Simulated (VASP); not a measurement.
# BaTiO3 (Pm-3m) in VASP: a series of runs, part 2 of 2

VASP 6.6.1.

### 4 Relaxation of cell and atoms, PBEsol, target pressure 30 GPa, at which the enthalpy is minimised

Contents of INCAR:

```
PREC = Accurate ; ENCUT = 600
EDIFF = 1E-6 ; ISMEAR = -1
SIGMA = 0.05 ; LREAL = F
LASPH = T ; NELM = 60
ALGO = Normal ; ISIF = 3
LWAVE = F ; LCHARG = F
GGA = PS ; IBRION = 2
NSW = 60 ; EDIFFG = -0.01
PSTRESS = 300.0
```

Contents of KPOINTS:

```
Automatic mesh
0
Gamma
  7 7 7
```

Contents of POSCAR:

```
BaTiO3
1.0
    4.0060000000      0.0000000000      0.0000000000
    0.0000000000      4.0060000000      0.0000000000
    0.0000000000      0.0000000000      4.0060000000
Ba Ti O
1 1 3
Direct
    0.5000000000      0.5000000000      0.5000000000
    0.0000000000      0.0000000000      0.0000000000
    0.0000000000      0.0000000000      0.5000000000
    0.0000000000      0.5000000000      0.0000000000
    0.5000000000      0.0000000000      0.0000000000
```

Potentials or basis: VASP PAW PBE potentials, release 64 (Ba_sv, Ti_sv, O).

Launch:

```console
$ cat potpaw_PBE.64/Ba_sv/POTCAR potpaw_PBE.64/Ti_sv/POTCAR potpaw_PBE.64/O/POTCAR > POTCAR
$ mpirun -np 1 vasp_std > vasp.out
```

OUTCAR:

```text
PREC = Accurate
   ENCUT = 600
   EDIFF = 1E-6
   ISMEAR = -1
   LREAL = F
   LASPH = T
   NELM = 60
   ISIF = 3
   GGA = PS
   IBRION = 2
   NSW = 60
   EDIFFG = -0.01
   PSTRESS = 300.0

 ion  position               nearest neighbor table
   1  0.500  0.500  0.500-   3 2.83   4 2.83   5 2.83   4 2.83   5 2.83   3 2.83   5 2.83   5 2.83
                             3 2.83   4 2.83   4 2.83   3 2.83   2 3.47   2 3.47   2 3.47   2 3.47
   2  0.000  0.000  0.000-   3 2.00   4 2.00   5 2.00   3 2.00   4 2.00   5 2.00   1 3.47   1 3.47
                             1 3.47   1 3.47   1 3.47   1 3.47   1 3.47   1 3.47
   3  0.000  0.000  0.500-   2 2.00   2 2.00   1 2.83   1 2.83   1 2.83   1 2.83
   4  0.000  0.500  0.000-   2 2.00   2 2.00   1 2.83   1 2.83   1 2.83   1 2.83
   5  0.500  0.000  0.000-   2 2.00   2 2.00   1 2.83   1 2.83   1 2.83   1 2.83

  LATTYP: Found a simple cubic cell.
 ALAT       =     4.0060000000

  Lattice vectors:

 A1 = (   4.0060000000,   0.0000000000,   0.0000000000)
 A2 = (   0.0000000000,   4.0060000000,   0.0000000000)
 A3 = (   0.0000000000,   0.0000000000,   4.0060000000)

Analysis of symmetry for initial positions (statically):
=====================================================================
 Subroutine PRICEL returns:
 Original cell was already a primitive cell.
[... 158 lines left out ...]
 maximum number of plane-waves:      2170
   NGX = 17   NGY = 17   NGZ = 17

--------------------------------------- Ionic step        1  -------------------------------------------

 number of electron      39.9999998 magnetization

 Free energy of the ion-electron system (eV)
  ---------------------------------------------------
  ext. energy  EPLUGINS =         0.00000000
  ---------------------------------------------------
  free energy    TOTEN  =       -41.97896119 eV

  energy without entropy =      -41.97896119  energy(sigma->0) =      -41.97896119

------------------------ aborting loop because EDIFF is reached ----------------------------------------

  FORCE on cell =-STRESS in cart. coord.  units (eV):
  Direction    XX          YY          ZZ          XY          YZ          ZX
  --------------------------------------------------------------------------------------
  -------------------------------------------------------------------------------------
  Total       -1.1815630     -1.1815630     -1.1815630      0.0000000     -0.0000000      0.0000000
  in kB      -29.4465640    -29.4465640    -29.4465640      0.0000000     -0.0000000      0.0000000
  external PRESSURE =    -329.4465640 kB  Pullay stress =     300.0000000 kB
[... 151 lines left out ...]
--------------------------------------- Ionic step        5  -------------------------------------------

 number of electron      40.0000016 magnetization

 Free energy of the ion-electron system (eV)
  ---------------------------------------------------
  ext. energy  EPLUGINS =         0.00000000
  ---------------------------------------------------
  free energy    TOTEN  =       -41.36463913 eV

  energy without entropy =      -41.36463913  energy(sigma->0) =      -41.36463913

 E-fermi :   5.8369     XC(G=0): -12.2745

 val. band max:        4.8817437445   @ k =   0.0000   0.0000   0.0000
 cond. band min:       6.8019224348   @ k =   0.0000   0.0000   0.0000
 fundamental gap:      1.9201786903
 Fermi energy:         5.8369112309

 k-point     1 :       0.0000    0.0000    0.0000
  band No.  band energies     occupation
      1     -50.8990      2.00000
      2     -27.3240      2.00000
      3     -27.3240      2.00000
      4     -27.3240      2.00000
      5     -19.6877      2.00000
      6     -12.2285      2.00000
[... 565 lines left out ...]
  energy  without entropy=      -41.3646391303  energy(sigma->0) =      -41.36463913

  enthalpy is  TOTEN    =       -30.9361015860 eV   P V=       10.4285375446

 reached required accuracy - stopping structural energy minimisation
```

CONTCAR:

```text
BaTiO3
   1.00000000000000
     3.8188937797318694   -0.0000000000000000    0.0000000000000000
     0.0000000000000000    3.8188937797318694    0.0000000000000000
    -0.0000000000000000   -0.0000000000000000    3.8188937797318694
  Ba              Ti              O
     1     1     3
Direct
     0.5000000000000000    0.5000000000000000    0.5000000000000000
     0.0000000000000000    0.0000000000000000    0.0000000000000000
     0.0000000000000000    0.0000000000000000    0.5000000000000000
     0.0000000000000000    0.5000000000000000    0.0000000000000000
     0.5000000000000000    0.0000000000000000    0.0000000000000000

  0.00000000E+00  0.00000000E+00  0.00000000E+00
  0.00000000E+00  0.00000000E+00  0.00000000E+00
  0.00000000E+00  0.00000000E+00  0.00000000E+00
  0.00000000E+00  0.00000000E+00  0.00000000E+00
  0.00000000E+00  0.00000000E+00  0.00000000E+00
```

Wall time 54 s (1 thread of Intel Xeon 6975P-C (Granite Rapids), shared host); peak memory 0.22 GiB.

What came out:

| Property | Result |
| --- | --- |
| Free energy | -41.3646 eV |
| Relaxed volume | 11.14 Å³/atom |
| Relaxed cell | a = 3.819 Å, b = 3.819 Å, c = 3.819 Å, α = 90.00°, β = 90.00°, γ = 90.00° |
| Space group after relaxing (to 0.05 Å) | Pm-3m (No. 221) |
| Energy change on relaxing (the enthalpy is what falls) | +122.9 meV/atom |
| Ionic steps | 5 |
| Pressure after relaxing | 29.9 GPa |
| Band gap on the k mesh | 1.92 eV, direct |

The path:
| step | energy change (eV) | largest force (eV/Å) | pressure (GPa) | volume (Å³) |
| --- | --- | --- | --- | --- |
| 1 | 0.0000 | 0.0000 | -2.94 | 64.29 |
| 2 | 7.5375 | 0.0000 | 168.22 | 42.69 |
| 3 | 0.4937 | 0.0000 | 26.35 | 56.38 |
| 4 | 0.5807 | 0.0000 | 29.01 | 55.88 |
| 5 | 0.6143 | 0.0000 | 29.95 | 55.69 |

Final structure:
```cif
data_structure
_symmetry_space_group_name_H-M 'P 1'
_symmetry_Int_Tables_number 1
_cell_length_a 3.8189
_cell_length_b 3.8189
_cell_length_c 3.8189
_cell_angle_alpha 90.000
_cell_angle_beta 90.000
_cell_angle_gamma 90.000
_cell_volume 55.69
loop_
_atom_site_label
_atom_site_type_symbol
_atom_site_fract_x
_atom_site_fract_y
_atom_site_fract_z
_atom_site_occupancy
Ba1 Ba 0.50000 0.50000 0.50000 1
Ti1 Ti 0.00000 0.00000 0.00000 1
O1 O 0.00000 0.00000 0.50000 1
O2 O 0.00000 0.50000 0.00000 1
O3 O 0.50000 0.00000 0.00000 1
```

Caveat: the cell is relaxed towards a set pressure, so the enthalpy falls and the energy may rise; the PAW data sets were made with another functional, which shifts forces and pressure a little; spin-orbit coupling is left out, which moves the levels of the heavy elements. A hybrid or GW would open this gap; PBEsol tends to underestimate it.

### 5 Single point, PBE (volume scaled by 0.98)

Contents of INCAR:

```
SYSTEM = BaTiO3
PREC = Accurate
ENCUT = 520
EDIFF = 1E-6
ISMEAR = -1
SIGMA = 0.05
LREAL = .False.
LASPH = .True.
NELM = 80
ALGO = Normal
ISIF = 2
LWAVE = .False.
LCHARG = .True.
GGA = PE
LELF = .True.
LVHAR = .True.
NBANDS = 28
```

Contents of KPOINTS:

```
regular mesh
0
Gamma
  7 7 7
  0 0 0
```

Edit POSCAR of step 4 so:

```diff
@@ -2,5 +2,5 @@
 1.0
-    4.0060000000      0.0000000000      0.0000000000
-    0.0000000000      4.0060000000      0.0000000000
-    0.0000000000      0.0000000000      4.0060000000
+    3.9791132838      0.0000000000      0.0000000000
+    0.0000000000      3.9791132838      0.0000000000
+    0.0000000000      0.0000000000      3.9791132838
 Ba Ti O
```

Launch:

```console
$ cat potpaw_PBE.64/Ba_sv/POTCAR potpaw_PBE.64/Ti_sv/POTCAR potpaw_PBE.64/O/POTCAR > POTCAR
$ mpirun -np 1 vasp_std > vasp.out
```

Run time: 34 s. Hardware: 1 thread of AMD EPYC 7R43 (Zen 3), shared host; peak memory 0.15 GiB.

It converged, with:

| Item | Value |
| --- | --- |
| Free energy | -39.9271 eV |
| Pressure | 7.1 GPa |
| Band gap on the k mesh | 1.84 eV, indirect (least direct gap 1.91 eV) |

Levels at points of the mesh, in eV from the valence-band top:
```
           k point  band 18  band 19  band 20  band 21  band 22  band 23
(0.00, 0.00, 0.00)    -0.07    -0.07    -0.07     1.84     1.84     1.84
```

Caveat: the cell differs from its parent crystal (volume scaled by 0.98); spin-orbit coupling is left out, which moves the levels of the heavy elements.

### 6 Summary

| task | level | cell | cutoff (eV) | gap on the mesh (eV) | pressure (GPa) |
| --- | --- | --- | --- | --- | --- |
| relaxation of cell and atoms | PBEsol | relaxed to 10 GPa from a = 4.006 Å, 5 atoms | 600 | 1.89 | 10.0 |
| relaxation of cell and atoms | PBEsol | relaxed to 20 GPa from a = 4.006 Å, 5 atoms | 600 | 1.91 | 20.0 |
| relaxation of cell and atoms | PBEsol | relaxed to 30 GPa from a = 4.006 Å, 5 atoms | 600 | 1.92 | 29.9 |
| single point | PBE | a = 3.979 Å, 5 atoms | 520 | 1.84 | 7.1 |

Alike in all rows: potentials or basis VASP PAW PBE potentials, release 64 (Ba_sv, Ti_sv, O); no spin polarisation; k mesh 7 × 7 × 7; smearing fermi-dirac 0.05 eV.

Caveats: spin-orbit coupling is left out, which moves the levels of the heavy elements; the cell is relaxed towards a set pressure, so the enthalpy falls and the energy may rise (some runs); the PAW data sets were made with another functional, which shifts forces and pressure a little (some runs).

Absolute energies hang on the potentials; compare differences alone.
